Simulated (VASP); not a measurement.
The system is GaN.

```
Ga N
1.0
     0.03266    2.24787    2.24787
     2.24787    0.03266    2.24787
     2.24787    2.24787    0.03266
Ga N
1 1
Cartesian
  0.0052 0.0052 0.0052
  1.1269 1.1269 1.1269
```

This cell differs from its parent crystal: epitaxial 111 strain -1.5%.

Base run:

| Quantity | Value |
| --- | --- |
| Program | VASP 6.6.1 |
| Functional | r2SCAN |
| Potentials or basis | VASP PAW PBE potentials, release 64 (Ga_d, N) |
| Cutoff | 520 eV |
| k mesh | 10 × 10 × 10 |
| Occupations | gaussian, width 0.01 eV |
| Spin | no spin polarisation |

Its results: band gap on the k mesh 2.25 eV, direct; pressure 6.1 GPa.

The run is repeated on the same cell with these changes: functional from r2SCAN to PBE; occupations from gaussian, width 0.01 eV to fermi-dirac, width 0.02 eV. What comes out?

Band gap on the k mesh 1.85 eV, direct; pressure 11.1 GPa.

Caveats: the PAW data sets were made with another functional, which shifts forces and pressure a little (some runs).

